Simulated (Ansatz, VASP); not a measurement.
## BiS in VASP and in Ansatz

Contents of INCAR:

```
SYSTEM = BiS
PREC     = Accurate       ! precision mode
ENCUT    = 520            ! plane-wave cutoff, eV
EDIFF    = 1E-7           ! SCF threshold, eV
ISMEAR   = 0              ! smearing method
SIGMA    = 0.05           ! smearing width, eV
LREAL    = .False.        ! projectors in reciprocal space
LASPH    = .True.         ! aspherical terms in the spheres
NELM     = 60             ! most SCF steps
ALGO     = Normal         ! electronic algorithm
ISIF     = 2              ! what is computed and relaxed
LWAVE    = .False.        ! write WAVECAR
LCHARG   = .True.         ! write CHGCAR
GGA      = PS             ! functional
LELF     = .True.         ! ELF
LVHAR    = .True.       
NBANDS   = 18             ! bands
```

KPOINTS

```
Automatic mesh
0
Gamma
  10 10 10
  0 0 0
```

Contents of POSCAR:

```
BiS
1.0
    3.5449342145      0.0000000000      0.0000000000
    0.0000000000      3.5449342145      0.0000000000
    0.0000000000      0.0000000000      3.5449342145
Bi S
1 1
Direct
    0.0000000000      0.0000000000      0.0000000000
    0.5000000000      0.5000000000      0.5000000000
```

Input for Ansatz:

```yaml
crystal:
  lattice:
    - [3.5449342145, 0.0, 0.0]
    - [0.0, 3.5449342145, 0.0]
    - [0.0, 0.0, 3.5449342145]
  atoms:
    - { symbol: Bi, position: [0.0, 0.0, 0.0] }
    - { symbol: S, position: [0.5, 0.5, 0.5] }
basis:
  ecutwfc: 420
  ecutrho_ratio: 4
kpoints:
  mp_grid: { grid: [10, 10, 10] }
hamiltonian:
  xc: pbesol
scf:
  occupations: { method: gaussian, width: 0.05 }
output:
  forces: true
  stress: true
  eigenvalues: true
```

Alike in both runs: task single point; functional PBEsol; k mesh 10 × 10 × 10; occupations gaussian, width 0.05 eV; no spin polarisation.

|  | VASP | Ansatz |
| --- | --- | --- |
| version | VASP 6.6.1 | Ansatz 0.2.0 |
| potentials or method | VASP PAW PBE potentials, release 64 (Bi_d, S), cutoff 520 eV | scalar-relativistic, plane waves, PAW |
| valence electrons in the cell | 21 | 21 |

```csv
,VASP,Ansatz,Ansatz less VASP
gap on the k mesh at the Fermi level (eV),none,none,-
pressure (GPa),-1.6,-1.6,+0.02
```

VASP's potentials were made for PBE, not for PBEsol. A gap of «none» marks a metal or a gap that the smearing closes.

Spin-orbit coupling is off throughout.
